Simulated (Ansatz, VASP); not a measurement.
# AlN in VASP and in Ansatz

```xyz
2
Lattice="-0.0771 2.1952 2.1952 2.1952 -0.0771 2.1952 2.1952 2.1952 -0.0771" Properties=species:S:1:pos:R:3 pbc="T T T"
Al   -0.0086   -0.0086   -0.0086
N     1.0869    1.0869    1.0869
```

Change from the starting cell: epitaxial_111 strain +4.0%.

Alike in both runs: task single point; functional PBE; k mesh 10 × 10 × 10; occupations fermi-dirac, width 0.02 eV; no spin polarisation.

```csv
,VASP,Ansatz
version,VASP 6.6.1,Ansatz 0.2.0
potentials or method,"VASP PAW PBE potentials, release 64 (Al, N)","plane waves, PAW"
plane-wave cutoff (eV),520,420
valence electrons in the cell,8,8
```

|  | VASP | Ansatz | Ansatz less VASP |
| --- | --- | --- | --- |
| gap on the k mesh at the Fermi level (eV) | 3.00 | 3.01 | +0.008 |
| pressure (GPa) | -7.7 | -7.4 | +0.28 |
| traceless stress, the component that is largest in VASP (GPa) | 5.73 | 5.69 | -0.040 |
| rms of the force components (eV/Å) | 0.026 | 0.026 | -0.0005 |

Atom by atom the forces differ by 0.001 eV/Å (rms over components). With one functional, cell and mesh, what is left measures potentials, basis and numerics.
